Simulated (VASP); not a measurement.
Input of a VASP 6.6.1 run:

INCAR

```
PREC = Accurate ; ENCUT = 520
EDIFF = 1E-7 ; ISMEAR = 0
SIGMA = 0.1 ; LREAL = False
LASPH = True ; NELM = 60
ALGO = Normal ; ISIF = 2
LWAVE = False ; LCHARG = False
LDIPOL = True ; IDIPOL = 3
DIPOL = 0.5 0.5 0.289 ; GGA = PE
NBANDS = 40
```

The input KPOINTS:

```
Automatic mesh
0
Gamma
  4 4 1
```

POSCAR

```
Na4H
1.0
    7.2665057608      0.0000000000      0.0000000000
   -2.4221685869      6.8509273320      0.0000000000
    0.0000000000      0.0000000000     20.9665385532
Na H
8 2
Direct
    0.2500000000      0.2500000000      0.1907801800
    0.2500000000      0.7500000000      0.1907801800
    0.7500000000      0.2500000000      0.1907801800
    0.7500000000      0.7500000000      0.1907801800
    0.0000000000      0.0000000000      0.3322693699
    0.0000000000      0.5000000000      0.3322693699
    0.5000000000      0.0000000000      0.3322693699
    0.5000000000      0.5000000000      0.3322693699
   -0.0447257610      0.7500000000      0.3995193833
    0.0447257610      0.7500000000      0.3995193833
```

Potentials or basis: VASP PAW PBE potentials, release 64 (Na_pv, H).

Launch:

```console
$ cat potpaw_PBE.64/Na_pv/POTCAR potpaw_PBE.64/H/POTCAR > POTCAR
$ mpirun -np 1 vasp_std > vasp.out
```

Q: What does it give for the band gap on the k mesh?

A: Zero (bands 29 and 30 overlap by 0.63 eV).

Q: What does it give for the largest force?

A: 5.192 eV/Å.

Forces in eV/Å, atoms in the order of the input:
```
Na   0.003  0.002  0.024
Na   0.011  0.001  0.021
Na  -0.003 -0.002  0.024
Na  -0.011 -0.001  0.021
Na  -0.101  0.326 -0.277
Na   0.101 -0.326 -0.277
Na   0.098  0.032 -0.037
Na  -0.098 -0.032 -0.037
H   -5.182 -0.181  0.269
H    5.182  0.181  0.269
```
